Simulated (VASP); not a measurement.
Set up this calculation in VASP 6.6.1, as the native input.

| Quantity | Value |
| --- | --- |
| Task | single point |
| Functional | r2SCAN |
| Dispersion | D3(BJ) |
| Potentials or basis | VASP PAW PBE potentials, release 64 (Sr_sv) |
| Cutoff | 520 eV |
| k mesh | 8 × 8 × 8 |
| Occupations | fermi-dirac, width 0.025 eV |
| Spin | non-collinear spin, zero start, spin-orbit coupling |
| Starting moments | [[0.0, 0.0, 0.0]] μB |
| Dipole correction | no |
| Further INCAR settings | ALGO = Normal; EDIFF = 1e-07; NBANDS = 21 |

Crystal: Sr.

```xyz
1
Lattice="-2.4670 2.4670 2.4670 2.4670 -2.4670 2.4670 2.4670 2.4670 -2.4670" Properties=species:S:1:pos:R:3 pbc="T T T"
Sr    0.0000    0.0000    0.0000
```

This isn't the form of Sr at room conditions, which is fcc.

The input as run:

POSCAR

```
Sr
1.0
   -2.4670431483      2.4670431483      2.4670431483
    2.4670431483     -2.4670431483      2.4670431483
    2.4670431483      2.4670431483     -2.4670431483
Sr
1
Direct
    0.0000000000      0.0000000000      0.0000000000
```

INCAR.step1

```
PREC = Accurate
ENCUT = 520
ISMEAR = -1
SIGMA = 0.025
LREAL = F
LASPH = T
NELM = 150
LNONCOLLINEAR = T
MAGMOM = 0 0 0
LSORBIT = T
GGA_COMPAT = F
NBANDS = 21
GGA = PE
ALGO = Normal
EDIFF = 1E-4
LWAVE = T
LCHARG = F
```

INCAR.step2

```
PREC = Accurate
ENCUT = 520
EDIFF = 1E-7
ISMEAR = -1
SIGMA = 0.025
LREAL = F
LASPH = T
NELM = 150
ALGO = Normal
ISIF = 2
LWAVE = F
LCHARG = F
LNONCOLLINEAR = T
MAGMOM = 0 0 0
LORBIT = 11
LSORBIT = T
GGA_COMPAT = F
LORBMOM = T
METAGGA = R2SCAN
LMIXTAU = T
IVDW = 12
VDW_S6 = 1.0
VDW_S8 = 0.78981345
VDW_A1 = 0.49484001
VDW_A2 = 5.73083694
NBANDS = 21
ISTART = 1
```

KPOINTS

```
regular mesh
0
Gamma
  8 8 8
```

Potentials or basis: VASP PAW PBE potentials, release 64 (Sr_sv).

Launch:

```console
$ cat potpaw_PBE.64/Sr_sv/POTCAR > POTCAR
$ cp INCAR.step1 INCAR
$ mpirun -np 1 vasp_ncl > vasp.out
$ cp INCAR.step2 INCAR
$ mpirun -np 1 vasp_ncl > vasp.out
```

Results of the run:

```json
{"Pressure": "-0.9 GPa", "Net moment": "0.00 μB per cell", "Valence electrons inside the program's atomic spheres": "Sr 7.99", "Dispersion energy per atom": "-0.084 eV"}
```

Caveat: three body term missing; the PAW data sets were made with another functional, which shifts forces and pressure a little.

It took 2.2 min on 1 thread of Intel(R) Xeon(R) 6975P-C (Granite Rapids), on a shared host, peak memory 0.38 GiB.
